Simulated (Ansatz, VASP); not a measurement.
**PbS in VASP and in Ansatz**

File POSCAR:

```
PbS
1.0
    4.9970879552      0.0000000000      0.0000000000
   -2.4985439776      4.3276051142      0.0000000000
    0.0000000000      0.0000000000      5.9970707136
Pb S
2 2
Direct
    0.3333333333      0.6666666667      0.2500000000
    0.6666666667      0.3333333333      0.7500000000
    0.6666666667      0.3333333333      0.2500000000
    0.3333333333      0.6666666667      0.7500000000
```

Contents of INCAR.step1:

```
PREC = Accurate
ENCUT = 550
ISMEAR = 0
SIGMA = 0.01
LREAL = False
LASPH = True
NELM = 120
NBANDS = 28
GGA = PE
ALGO = Normal
EDIFF = 1E-5
LWAVE = True
LCHARG = False
GGA_COMPAT = False
```

INCAR.step2

```
PREC = Accurate
ENCUT = 550
EDIFF = 1E-6
ISMEAR = 0
SIGMA = 0.01
LREAL = False
LASPH = True
NELM = 120
ALGO = Normal
ISIF = 2
LWAVE = False
LCHARG = True
METAGGA = R2SCAN
LMIXTAU = True
LELF = True
LVHAR = True
NBANDS = 28
ISTART = 1
GGA_COMPAT = False
```

KPOINTS

```
Automatic mesh
0
Gamma
  6 6 4
```

Input for Ansatz:

```yaml
crystal:
  lattice:
    - [4.9970879552, 0.0, 0.0]
    - [-2.4985439776, 4.3276051142, 0.0]
    - [0.0, 0.0, 5.9970707136]
  atoms:
    - { symbol: Pb, position: [0.3333333333, 0.6666666667, 0.25] }
    - { symbol: Pb, position: [0.6666666667, 0.3333333333, 0.75] }
    - { symbol: S, position: [0.6666666667, 0.3333333333, 0.25] }
    - { symbol: S, position: [0.3333333333, 0.6666666667, 0.75] }
kpoints:
  mp_grid: { grid: [6, 6, 4] }
  band_path:
    path:
      - [0.0, 0.0, 0.0]
      - [0.5, 0.0, 0.0]
      - [0.3333333333, 0.3333333333, 0.0]
      - [0.0, 0.0, 0.5]
      - [0.5, 0.0, 0.5]
      - [0.3333333333, 0.3333333333, 0.5]
    npoints: 1
hamiltonian:
  xc: r2scan
scf:
  occupations: { method: fixed }
  n_extra_bands: 5
output:
  forces: true
  stress: true
  eigenvalues: true
```

Alike in both runs: task single point; functional r2SCAN; k mesh 6 × 6 × 4; no spin polarisation.

|  | VASP | Ansatz |
| --- | --- | --- |
| version | VASP 6.6.1 | Ansatz 0.2.0 |
| potentials or method | VASP PAW PBE potentials, release 64 (Pb_d, S) | plane waves, PAW |
| plane-wave cutoff (eV) | 550 | 500 |
| occupations | gaussian, width 0.01 eV | fixed |
| valence electrons in the cell | 40 | 40 |

```csv
,VASP,Ansatz,Ansatz less VASP
gap on the k mesh at the Fermi level (eV),1.73,1.72,-0.005
pressure (GPa),0.0,0.0,0.00
```

VASP's potentials were made for PBE, not for r2SCAN.

Neither program's run includes spin-orbit coupling.
